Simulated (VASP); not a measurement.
# Zr in VASP: single point with r2SCAN

Aim: the single point of Zr with r2SCAN.

All numbers are computed with VASP 6.6.1; they aren't measurements. Logs are shortened: lines on timing, memory, paths and dates and some standing lists are left out, and cuts for length are marked.

## Step 1: The cell of the first run

The cell holds a slab with vacuum, 3 atoms: a = 8.014 Å, b = 3.584 Å, c = 17.603 Å, α = 90.00°, β = 90.00°, γ = 90.00°.

## Step 2: Single point, r2SCAN

File POSCAR:

```
Zr
1.0
    8.0143468365      0.0000000000      0.0000000000
    0.0000000000      3.5841248643      0.0000000000
    0.0000000000      0.0000000000     17.6029000000
Zr
3
Direct
    0.3062817898      0.0000000000      0.4983262082
    0.0000000009      0.5000000000      0.5000000167
    0.6937182094      0.0000000000      0.5016737751
```

File INCAR.step1:

```
PREC = Accurate
ENCUT = 440
ISMEAR = -1
SIGMA = 0.1
LREAL = False
LASPH = True
NELM = 120
LDIPOL = True
IDIPOL = 3
DIPOL = 0.5 0.5 0.500
NBANDS = 25
GGA = PE
ALGO = Normal
EDIFF = 1E-5
LWAVE = True
LCHARG = False
GGA_COMPAT = False
NELMDL = -8
```

File INCAR.step2:

```
PREC = Accurate
ENCUT = 440
EDIFF = 1E-6
ISMEAR = -1
SIGMA = 0.1
LREAL = False
LASPH = True
NELM = 120
ALGO = Normal
ISIF = 2
LWAVE = False
LCHARG = False
LDIPOL = True
IDIPOL = 3
DIPOL = 0.5 0.5 0.500
METAGGA = R2SCAN
LMIXTAU = True
NBANDS = 25
ISTART = 1
GGA_COMPAT = False
```

File KPOINTS:

```
regular mesh
0
Gamma
  5 11 1
```

Potentials or basis: VASP PAW PBE potentials, release 64 (Zr_sv).

Started as:

```console
$ cat potpaw_PBE.64/Zr_sv/POTCAR > POTCAR
$ cp INCAR.step1 INCAR
$ mpirun -np 1 vasp_std > vasp.out
$ cp INCAR.step2 INCAR
$ mpirun -np 1 vasp_std > vasp.out
```

OUTCAR:

```text
PREC = Accurate
   ENCUT = 440
   EDIFF = 1E-6
   ISMEAR = -1
   LREAL = False
   LASPH = True
   NELM = 120
   ISIF = 2
   METAGGA = R2SCAN
   ISTART = 1

 ion  position               nearest neighbor table
   1  0.306  0.000  0.498-   2 3.04   2 3.04   3 3.11
   2  0.000  0.500  0.500-   1 3.04   1 3.04   3 3.04   3 3.04
   3  0.694  0.000  0.502-   2 3.04   2 3.04   1 3.11

  LATTYP: Found a simple orthorhombic cell.
 ALAT       =     3.5841248643
 B/A-ratio  =     2.2360679775
 C/A-ratio  =     4.9113523291

  Lattice vectors:

 A1 = (   0.0000000000,  -3.5841248643,   0.0000000000)
 A2 = (   8.0143468365,   0.0000000000,   0.0000000000)
 A3 = (   0.0000000000,   0.0000000000,  17.6029000000)

Analysis of symmetry for initial positions (statically):
=====================================================================
 Subroutine PRICEL returns:
 Original cell was already a primitive cell.

 Routine SETGRP: Setting up the symmetry group for a
 simple orthorhombic supercell.

 Subroutine GETGRP returns: Found  4 space group operations
 (whereof  4 operations were pure point group operations)
 out of a pool of  8 trial point group operations.

The static configuration has the point symmetry C_2h.

Analysis of symmetry for dynamics (positions and initial velocities):
=====================================================================
 Subroutine PRICEL returns:
 Original cell was already a primitive cell.

 Routine SETGRP: Setting up the symmetry group for a
 simple orthorhombic supercell.

 Subroutine GETGRP returns: Found  4 space group operations
 (whereof  4 operations were pure point group operations)
 out of a pool of  8 trial point group operations.

The dynamic configuration has the point symmetry C_2h.

 Subroutine INISYM returns: Found  4 space group operations
 (whereof  4 operations are pure point group operations),
 and found     1 'primitive' translations

----------------------------------------------------------------------------------------

                                     Primitive cell

  volume of cell :     505.6331

  direct lattice vectors                    reciprocal lattice vectors
     8.014346836  0.000000000  0.000000000     0.124776232  0.000000000  0.000000000
     0.000000000  3.584124864  0.000000000     0.000000000  0.279008137  0.000000000
     0.000000000  0.000000000 17.602900000     0.000000000  0.000000000  0.056808821

  length of vectors
[... 81 lines left out ...]
   IBRION =     -1    ionic relax: 0-MD 1-quasi-New 2-CG
   NFREE  =      0    steps in history (QN), initial steepest desc. (CG)
   ISIF   =      2    stress and relaxation
   ISYM   =      2    0-nonsym 1-usesym 2-fastsym
   POTIM  = 0.5000    time-step for ionic-motion
   TEBEG  =    0.0;   TEEND  =   0.0 temperature during run
   PSTRESS=    0.0 pullay stress
   NELECT =      36.0000    total number of electrons
   NUPDOWN=      -1.0000    fix difference up-down
   EMIN   =  10.00;   EMAX   =-10.00  energy-range for DOS
   EFERMI =   0.00;   METHOD = LEGACY
   ISMEAR =    -1;   SIGMA  =   0.10  broadening in eV -4-tet -1-fermi 0-gaus
   EFERMI_NEDOS =   21; number of points for ismear=-14 and -15
   IALGO  =     38    algorithm
   IMIX   =      4    mixing-type and parameters
     AMIX     =   0.40;   BMIX     =  1.00
     AMIX_MAG =   1.60;   BMIX_MAG =  1.00
  volume/ion in A,a.u.               =     168.54      1137.39
  Fermi-wavevector in a.u.,A,eV,Ry     =   0.678522  1.282220  6.264012  0.460392
  Thomas-Fermi vector in A             =   1.756450
   LORBIT       =      0    0 simple, 1 ext, 2 COOP (PROOUT), +10 PAW based schemes
   METAGGA = R2SCAN    functional components
   LHFCALC =     F    Hartree Fock is set to
   AEXX    =    0.0000 exact exchange contribution
   IVDW    =     0    specifies the selected vdW correction
   LEPSILON=     F    determine dielectric tensor
   LRPA    =     F    only Hartree local field effects (RPA)
 non-spin polarized calculation
  energy-cutoff  :      440.00
  volume of cell :      505.63
 maximum number of plane-waves:     10646
 NGX is ok and might be reduce to    56
   NGX = 27   NGY = 13   NGZ = 61

 number of electron      35.9999999 magnetization

 dipolmoment           0.000000      0.000000     -0.000000 electrons x Angstroem

 Free energy of the ion-electron system (eV)
  ---------------------------------------------------
  ext. energy  EPLUGINS =         0.00000000
  ---------------------------------------------------
  free energy    TOTEN  =       -60.73469540 eV

  energy without entropy =      -60.46801266  energy(sigma->0) =      -60.60135403

 E-fermi :  -1.9246     XC(G=0):  -2.7156

 val. band max:       -1.9279507578   @ k =   0.4000   0.0909   0.0000
 cond. band min:      -1.8830634389   @ k =   0.4000   0.2727   0.0000
 fundamental gap:      0.0448873188
 Fermi energy:        -1.9246491381

 k-point     1 :       0.0000    0.0000    0.0000
  band No.  band energies     occupation
      1     -53.0633      2.00000
      2     -53.0198      2.00000
      3     -52.5480      2.00000
      4     -30.6259      2.00000
      5     -30.5794      2.00000
      6     -30.3681      2.00000
[... 493 lines left out ...]
     24      -0.0332      0.00000
     25       0.1086      0.00000

------------------------ aborting loop because EDIFF is reached ----------------------------------------

 vacuum level on the upper side and lower side of the slab       (xc-potential included)        -0.014        -0.014

  FORCE on cell =-STRESS in cart. coord.  units (eV):
  Direction    XX          YY          ZZ          XY          YZ          ZX
  --------------------------------------------------------------------------------------
  -------------------------------------------------------------------------------------
  Total       -5.3234287    -12.1326097     -0.0165804      0.0000000      0.0000000     -0.0004243
  in kB      -16.8681145    -38.4440668     -0.0525376      0.0000000      0.0000000     -0.0013446
  external PRESSURE =     -18.4549063 kB  Pullay stress =       0.0000000 kB

 VOLUME and BASIS-vectors are now :
 -----------------------------------------------------------------------------
  energy-cutoff  :      440.00
  volume of cell :      505.63
      direct lattice vectors                 reciprocal lattice vectors
     8.014346836  0.000000000  0.000000000     0.124776232  0.000000000  0.000000000
     0.000000000  3.584124864  0.000000000     0.000000000  0.279008137  0.000000000
     0.000000000  0.000000000 17.602900000     0.000000000  0.000000000  0.056808821

 POSITION                                       TOTAL-FORCE (eV/Angst)
 -----------------------------------------------------------------------------------
      2.45465      0.00000      8.77199         0.007663      0.000000     -0.000773
      0.00000      1.79206      8.80145        -0.000000      0.000000      0.000000
      5.55970      0.00000      8.83091        -0.007663     -0.000000      0.000773
 -----------------------------------------------------------------------------------
    total drift:                               -0.000004      0.000000     -0.000015

  FREE ENERGIE OF THE ION-ELECTRON SYSTEM (eV)
  ---------------------------------------------------
  free  energy   TOTEN  =       -60.7346953960 eV

  energy  without entropy=      -60.4680126596  energy(sigma->0) =      -60.60135403

 vacuum level on the upper side and lower side of the slab         1.907         1.907
```

OUTCAR.step1:

```text
PREC = Accurate
   ENCUT = 440
   ISMEAR = -1
   LREAL = False
   LASPH = True
   NELM = 120
   GGA = PE
   EDIFF = 1E-5
   NELMDL = -8
[... 725 lines left out ...]
      0.00000      1.79206      8.80145         0.000000      0.000000      0.000000
      5.55970      0.00000      8.83091        -0.027161     -0.000000      0.000927
 -----------------------------------------------------------------------------------
    total drift:                               -0.000004      0.000000     -0.000014

  FREE ENERGIE OF THE ION-ELECTRON SYSTEM (eV)
  ---------------------------------------------------
  free  energy   TOTEN  =       -18.4515305893 eV

  energy  without entropy=      -18.1297899680  energy(sigma->0) =      -18.29066028

 vacuum level on the upper side and lower side of the slab         1.809         1.809
```

Run time: 19 min. Hardware: 1 thread of Intel Xeon Platinum 8259CL at 2.50GHz (Skylake/Cascade Lake), shared host; peak memory 0.55 GiB.

Results:

| Property | Result |
| --- | --- |
| Free energy | -60.7347 eV |
| Largest force | 0.008 eV/Å |
| Band gap on the k mesh | zero (bands 18 and 19 overlap by 0.36 eV) |

Forces on the atoms (eV/Å):
```
Zr   0.008  0.000 -0.001
Zr   0.000  0.000  0.000
Zr  -0.008  0.000  0.001
```

Levels at points of the mesh, in eV from the Fermi level:
```csv
k point,band 16,band 17,band 18,band 19,band 20,band 21
"(0.00, 0.00, 0.00)",-0.48,-0.38,-0.02,0.06,0.45,0.60
```

Caveat: the PAW data sets were made with another functional, which shifts forces and pressure a little.
